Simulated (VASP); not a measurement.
Write the native input for VASP 6.6.1 that does the following.

* Task: single point
* Functional: LDA
* Potentials or basis: VASP PAW LDA potentials, release 64 (Ge_d)
* Cutoff: 520 eV
* k mesh: 7 × 7 × 7
* Occupations: methfessel-paxton, width 0.1 eV
* Spin: no spin polarisation
* Dipole correction: no
* Further INCAR settings: ALGO = Normal; EDIFF = 1e-06; NBANDS = 21

The structure of Ge lies in POSCAR:

```
Ge
1.0
   -2.5744897200      2.5744897200      1.3974126400
    2.5744897200     -2.5744897200      1.3974126400
    2.5744897200      2.5744897200     -1.3974126400
Ge
2
Direct
    0.2500000000      0.7500000000      0.5000000000
    0.5000000000      0.5000000000      0.0000000000
```

The input as run:

INCAR

```
PREC = Accurate
ENCUT = 520
EDIFF = 1E-6
ISMEAR = 1
SIGMA = 0.1
LREAL = False
LASPH = True
NELM = 60
ALGO = Normal
ISIF = 2
LWAVE = False
LCHARG = False
GGA = CA
NBANDS = 21
```

KPOINTS

```
regular mesh
0
Gamma
  7 7 7
```

Potentials or basis: VASP PAW LDA potentials, release 64 (Ge_d).

The run is started by

```bash
$ cat potpaw_LDA.64/Ge_d/POTCAR > POTCAR
$ mpirun -np 1 vasp_std > vasp.out
```

It gave:

```yaml
Pressure: -2.9 GPa
Band_gap_on_the_k_mesh: zero (bands 14 and 15 overlap by 4.16 eV)
```

Caveat: the k points lie up to 0.37 Å⁻¹ apart, too coarse for converged energies and pressures of a metal.

Run time: 48 s on 1 thread of Intel Xeon 8259CL (shared host), peak memory 0.16 GiB.
